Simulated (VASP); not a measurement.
# PtS2 in VASP: single point with PBE+D3(BJ)

Aim: the single point of PtS2 with PBE+D3(BJ).

Everything below comes from runs of VASP 6.6.1. Logs are shortened: lines on timing, memory, paths and dates and some standing lists are left out, and cuts for length are marked.

### Step 1. The cell of the first run

The cell holds a slab with vacuum, 6 atoms: a = 3.541 Å, b = 3.541 Å, c = 22.467 Å, α = 90.00°, β = 90.00°, γ = 120.00°.

### Step 2. Single point, PBE+D3(BJ) (layers slid over each other, then relaxed in part)

Input file INCAR:

```
PREC = Accurate
ENCUT = 520
EDIFF = 1E-7
ISMEAR = 0
SIGMA = 0.05
LREAL = False
LASPH = True
NELM = 80
ALGO = Normal
ISIF = 2
LWAVE = False
LCHARG = False
LDIPOL = True
IDIPOL = 3
DIPOL = 0.5 0.5 0.376
GGA = PE
IVDW = 12
NBANDS = 31
```

Input file KPOINTS:

```
regular mesh
0
Gamma
  9 9 1
```

Input file POSCAR:

```
PtS2
1.0
    3.5414384854      0.0000000000      0.0000000000
   -1.7707192427      3.0669756943      0.0000000000
    0.0000000000      0.0000000000     22.4671585948
S Pt
4 2
Direct
    0.6666666667      0.3333333333      0.2002923503
    0.3333333333      0.6666666667      0.3106356776
    0.8333333333      1.0000000000      0.4420295930
    0.5000000000      1.3333333333      0.5523729672
    0.0000000000      0.0000000000      0.2556612275
    0.1666666667      0.6666666667      0.4970022174
```

Potentials or basis: VASP PAW PBE potentials, release 64 (S, Pt).

Run with:

```sh
> cat potpaw_PBE.64/S/POTCAR potpaw_PBE.64/Pt/POTCAR > POTCAR
> mpirun -np 1 vasp_std > vasp.out
```

OUTCAR:

```text
PREC = Accurate
   ENCUT = 520
   EDIFF = 1E-7
   ISMEAR = 0
   LREAL = False
   LASPH = True
   NELM = 80
   ISIF = 2
   GGA = PE
   IVDW = 12
 IVDW          = 12

 ion  position               nearest neighbor table
   1  0.667  0.333  0.200-   5 2.39   5 2.39   5 2.39
   2  0.333  0.667  0.311-   5 2.39   5 2.39   5 2.39
   3  0.833  0.000  0.442-   6 2.39   6 2.39   6 2.39
   4  0.500  0.333  0.552-   6 2.39   6 2.39   6 2.39
   5  0.000  0.000  0.256-   2 2.39   2 2.39   2 2.39   1 2.39   1 2.39   1 2.39
   6  0.167  0.667  0.497-   3 2.39   3 2.39   3 2.39   4 2.39   4 2.39   4 2.39

  LATTYP: Found a hexagonal cell.
 ALAT       =     3.5414384854
 C/A-ratio  =     6.3440770431

  Lattice vectors:

 A1 = (   3.5414384854,   0.0000000000,   0.0000000000)
 A2 = (  -1.7707192427,   3.0669756943,   0.0000000000)
 A3 = (   0.0000000000,   0.0000000000,  22.4671585948)

Analysis of symmetry for initial positions (statically):
=====================================================================
 Subroutine PRICEL returns:
 Original cell was already a primitive cell.

 Routine SETGRP: Setting up the symmetry group for a
 hexagonal supercell.

 Subroutine GETGRP returns: Found  2 space group operations
 (whereof  1 operations were pure point group operations)
 out of a pool of 24 trial point group operations.

The static configuration has the point symmetry C_1 .
 The point group associated with its full space group is S_2 .

Analysis of symmetry for dynamics (positions and initial velocities):
=====================================================================
 Subroutine PRICEL returns:
 Original cell was already a primitive cell.

 Routine SETGRP: Setting up the symmetry group for a
 hexagonal supercell.

 Subroutine GETGRP returns: Found  2 space group operations
 (whereof  1 operations were pure point group operations)
 out of a pool of 24 trial point group operations.

The dynamic configuration has the point symmetry C_1 .
 The point group associated with its full space group is S_2 .

 Subroutine INISYM returns: Found  2 space group operations
 (whereof  1 operations are pure point group operations),
 and found     1 'primitive' translations

----------------------------------------------------------------------------------------

                                     Primitive cell

  volume of cell :     244.0272

  direct lattice vectors                    reciprocal lattice vectors
     3.541438485  0.000000000  0.000000000     0.282371134  0.163027050  0.000000000
    -1.770719243  3.066975694  0.000000000     0.000000000  0.326054100  0.000000000
     0.000000000  0.000000000 22.467158595     0.000000000  0.000000000  0.044509411

  length of vectors
     3.541438485  3.541438485 22.467158595     0.326054100  0.326054100  0.044509411

  position of ions in fractional coordinates (direct lattice)
     0.666666667  0.333333333  0.200292350
     0.333333333  0.666666667  0.310635678
     0.833333333  0.000000000  0.442029593
     0.500000000  0.333333333  0.552372967
     0.000000000  0.000000000  0.255661227
     0.166666667  0.666666667  0.497002217

  ion indices of the primitive-cell ions
   primitive index   ion index
                 1           1
                 2           2
                 3           3
                 4           4
                 5           5
                 6           6

----------------------------------------------------------------------------------------

 KPOINTS: regular mesh

Automatic generation of k-mesh.
 Grid dimensions read from file:
 generate k-points for:    9    9    1

 Generating k-lattice:

  Cartesian coordinates                     Fractional coordinates (reciprocal lattice)
     0.031374570  0.018114117  0.000000000     0.111111111 -0.000000000  0.000000000
     0.000000000  0.036228233  0.000000000     0.000000000  0.111111111  0.000000000
     0.000000000  0.000000000  0.044509411     0.000000000  0.000000000  1.000000000

  Length of vectors
     0.036228233  0.036228233  0.044509411

  Shift w.r.t. Gamma in fractional coordinates (k-lattice)
     0.000000000  0.000000000  0.000000000

 Subroutine IBZKPT returns following result:
 ===========================================

 Found     41 irreducible k-points:

 Following reciprocal coordinates:
            Coordinates               Weight
  0.000000  0.000000  0.000000      1.000000
  0.111111  0.000000  0.000000      2.000000
  0.000000  0.111111  0.000000      2.000000
 -0.111111  0.111111  0.000000      2.000000
  0.222222  0.000000  0.000000      2.000000
  0.000000  0.222222  0.000000      2.000000
[... 16 lines left out ...]
  0.333333  0.111111  0.000000      2.000000
 -0.111111  0.444444  0.000000      2.000000
 [... further k-points ...]
   k-points           NKPTS =     41   k-points in BZ     NKDIM =     41   number of bands    NBANDS=     31
   number of dos      NEDOS =    301   number of ions     NIONS =      6
   total plane-waves  NPLWV = 131712
   dimension x,y,z NGX =    28 NGY =   28 NGZ =  168
   dimension x,y,z NGXF=    56 NGYF=   56 NGZF=  336
   ions per type =               4   2
   NGX,Y,Z   is equivalent  to a cutoff of  13.14, 13.14, 12.43 a.u.
   NGXF,Y,Z  is equivalent  to a cutoff of  26.29, 26.29, 24.86 a.u.
 SYSTEM =  unknown system
   PREC   = accura    normal or accurate (medium, high low for compatibility)
   ISTART =      0    job   : 0-new  1-cont  2-samecut
   ICHARG =      2    charge: 1-file 2-atom 10-const
   ISPIN  =      1    spin polarized calculation?
   LNONCOLLINEAR =      F non collinear calculations
   LSORBIT =      F    spin-orbit coupling
   LASPH  =      T    aspherical Exc in radial PAW
   ENCUT  =  520.0 eV  38.22 Ry    6.18 a.u.   6.58  6.58 41.77*2*pi/ulx,y,z
   NELM   =     80;   NELMIN=  2; NELMDL= -5     # of ELM steps
   EDIFF  = 0.1E-06   stopping-criterion for ELM
   LREAL  =      F    real-space projection
   EDIFFG = 0.1E-05   stopping-criterion for IOM
   NSW    =      0    number of steps for IOM
   IBRION =     -1    ionic relax: 0-MD 1-quasi-New 2-CG
   NFREE  =      0    steps in history (QN), initial steepest desc. (CG)
   ISIF   =      2    stress and relaxation
   ISYM   =      2    0-nonsym 1-usesym 2-fastsym
   POTIM  = 0.5000    time-step for ionic-motion
   TEBEG  =    0.0;   TEEND  =   0.0 temperature during run
   PSTRESS=    0.0 pullay stress
   NELECT =      44.0000    total number of electrons
   NUPDOWN=      -1.0000    fix difference up-down
   EMIN   =  10.00;   EMAX   =-10.00  energy-range for DOS
   EFERMI =   0.00;   METHOD = LEGACY
   ISMEAR =     0;   SIGMA  =   0.05  broadening in eV -4-tet -1-fermi 0-gaus
   EFERMI_NEDOS =   21; number of points for ismear=-14 and -15
   IALGO  =     38    algorithm
   IMIX   =      4    mixing-type and parameters
     AMIX     =   0.40;   BMIX     =  1.00
     AMIX_MAG =   1.60;   BMIX_MAG =  1.00
  volume/ion in A,a.u.               =      40.67       274.46
  Fermi-wavevector in a.u.,A,eV,Ry     =   0.924868  1.747747 11.638158  0.855380
  Thomas-Fermi vector in A             =   2.050660
   LORBIT       =      0    0 simple, 1 ext, 2 COOP (PROOUT), +10 PAW based schemes
   GGA     = PE    functional components
   LHFCALC =     F    Hartree Fock is set to
   AEXX    =    0.0000 exact exchange contribution
   IVDW    =    12    specifies the selected vdW correction
   LEPSILON=     F    determine dielectric tensor
   LRPA    =     F    only Hartree local field effects (RPA)
 non-spin polarized calculation
 Gauss-broadening in eV      SIGMA  =   0.05
  energy-cutoff  :      520.00
  volume of cell :      244.03
 maximum number of plane-waves:      6671
   NGX = 13   NGY = 13   NGZ = 83

 number of electron      44.0000000 magnetization

 dipolmoment           0.000000      0.000000     -0.000565 electrons x Angstroem

 Free energy of the ion-electron system (eV)
  ---------------------------------------------------
  ext. energy  EPLUGINS =         0.00000000
  ---------------------------------------------------
  free energy    TOTEN  =       -30.84130881 eV

  energy without entropy =      -30.84130881  energy(sigma->0) =      -30.84130881

 E-fermi :  -0.1503     XC(G=0):  -5.3673

 val. band max:       -0.4013579741   @ k =  -0.2222   0.1111   0.0000
 cond. band min:       0.8033331904   @ k =  -0.2222   0.2222   0.0000
 fundamental gap:      1.2046911645
 Fermi energy:        -0.1502533910

 k-point     1 :       0.0000    0.0000    0.0000
  band No.  band energies     occupation
      1     -14.9708      2.00000
      2     -14.8561      2.00000
      3     -12.8230      2.00000
      4     -12.5828      2.00000
      5      -6.4252      2.00000
      6      -6.4076      2.00000
[... 23 lines left out ...]
     30       5.2920      0.00000
     31       5.6616      0.00000

 k-point     2 :       0.1111    0.0000    0.0000
  band No.  band energies     occupation
      1     -14.8160      2.00000
      2     -14.7020      2.00000
      3     -12.8434      2.00000
      4     -12.6258      2.00000
      5      -6.4726      2.00000
      6      -6.3813      2.00000
[... 23 lines left out ...]
     30       5.9456      0.00000
     31       6.0192      0.00000

 k-point     3 :       0.0000    0.1111    0.0000
  band No.  band energies     occupation
      1     -14.8164      2.00000
      2     -14.7017      2.00000
      3     -12.8439      2.00000
      4     -12.6252      2.00000
      5      -6.4692      2.00000
      6      -6.3788      2.00000
[... 23 lines left out ...]
     30       5.9395      0.00000
     31       6.0134      0.00000

 k-point     4 :      -0.1111    0.1111    0.0000
  band No.  band energies     occupation
      1     -14.8169      2.00000
      2     -14.7013      2.00000
      3     -12.8454      2.00000
      4     -12.6238      2.00000
      5      -6.4684      2.00000
      6      -6.3756      2.00000
[... 23 lines left out ...]
     30       5.9540      0.00000
     31       6.0339      0.00000

 k-point     5 :       0.2222    0.0000    0.0000
  band No.  band energies     occupation
      1     -14.3861      2.00000
      2     -14.2763      2.00000
      3     -12.8963      2.00000
      4     -12.7350      2.00000
      5      -6.4583      2.00000
      6      -6.2561      2.00000
[... 23 lines left out ...]
     30       5.9460      0.00000
     31       6.8174      0.00000
[... 542 lines left out ...]
     30       6.3880      0.00000
     31       7.3826      0.00000

 k-point    22 :       0.3333   -0.1111    0.0000
  band No.  band energies     occupation
      1     -14.0125      2.00000
      2     -13.9054      2.00000
      3     -12.9402      2.00000
      4     -12.8138      2.00000
      5      -6.3643      2.00000
      6      -6.1476      2.00000
[... 23 lines left out ...]
     30       6.3649      0.00000
     31       7.3263      0.00000

 k-point    23 :       0.3333    0.1111    0.0000
  band No.  band energies     occupation
      1     -13.4683      2.00000
      2     -13.4001      2.00000
      3     -12.9621      2.00000
      4     -12.9063      2.00000
      5      -6.8188      2.00000
      6      -6.6720      2.00000
[... 23 lines left out ...]
     30       7.0338      0.00000
     31       7.3487      0.00000

 k-point    24 :      -0.1111    0.4444    0.0000
  band No.  band energies     occupation
      1     -13.4867      2.00000
      2     -13.3865      2.00000
      3     -12.9712      2.00000
      4     -12.8931      2.00000
      5      -6.7967      2.00000
      6      -6.6836      2.00000
[... 23 lines left out ...]
     30       7.0526      0.00000
     31       7.3171      0.00000

 [... further k-points ...]

------------------------ aborting loop because EDIFF is reached ----------------------------------------

 vacuum level on the upper side and lower side of the slab       (xc-potential included)        -0.094        -0.085

 Edisp (eV)   -1.98707

 E8    (eV) :    -0.8235

  FORCE on cell =-STRESS in cart. coord.  units (eV):
  Direction    XX          YY          ZZ          XY          YZ          ZX
  --------------------------------------------------------------------------------------
  -------------------------------------------------------------------------------------
  Total      -0.33190    -0.25174    -0.25959     0.08485     0.15590     0.21024
  in kB      -2.17912    -1.65284    -1.70436     0.55711     1.02359     1.38033
  external pressure =       -1.85 kB  Pullay stress =        0.00 kB

 VOLUME and BASIS-vectors are now :
 -----------------------------------------------------------------------------
  energy-cutoff  :      520.00
  volume of cell :      244.03
      direct lattice vectors                 reciprocal lattice vectors
     3.541438485  0.000000000  0.000000000     0.282371134  0.163027050  0.000000000
    -1.770719243  3.066975694  0.000000000     0.000000000  0.326054100  0.000000000
     0.000000000  0.000000000 22.467158595     0.000000000  0.000000000  0.044509411

 POSITION                                       TOTAL-FORCE (eV/Angst)
 -----------------------------------------------------------------------------------
      1.77072      1.02233      4.50000        -0.013020     -0.016347      0.039886
     -0.00000      2.04465      6.97910        -0.031942     -0.045650     -0.038985
      2.95120      0.00000      9.93115         0.031942      0.045650      0.038985
      1.18048      1.02233     12.41025         0.013020      0.016347     -0.039886
      0.00000      0.00000      5.74398        -0.002374      0.019937     -0.002197
     -0.59024      2.04465     11.16623         0.002374     -0.019937      0.002197
 -----------------------------------------------------------------------------------
    total drift:                                0.000058      0.000054     -0.082372

  FREE ENERGIE OF THE ION-ELECTRON SYSTEM (eV)
  ---------------------------------------------------
  free  energy   TOTEN  =       -32.8283831287 eV

  energy  without entropy=      -32.8283831287  energy(sigma->0) =      -32.82838313

 vacuum level on the upper side and lower side of the slab         5.405         5.414
```

Wall time 18 min (1 thread of Intel Xeon 8259CL, shared host); peak memory 0.51 GiB.

What came out:

```yaml
Free_energy: -32.8284 eV
Largest_force: 0.068 eV/Å
Band_gap_on_the_k_mesh: 1.20 eV (least direct gap 1.35 eV)
Dispersion_energy_per_atom: -0.331 eV
```

Forces in eV/Å, atoms in the order of the input:
```
S   -0.013 -0.016  0.040
S   -0.032 -0.046 -0.039
S    0.032  0.046  0.039
S    0.013  0.016 -0.040
Pt  -0.002  0.020 -0.002
Pt   0.002 -0.020  0.002
```

Caveat: the cell differs from its parent crystal (layers slid over each other, then relaxed in part); spin-orbit coupling is left out, which moves the levels of the heavy elements.
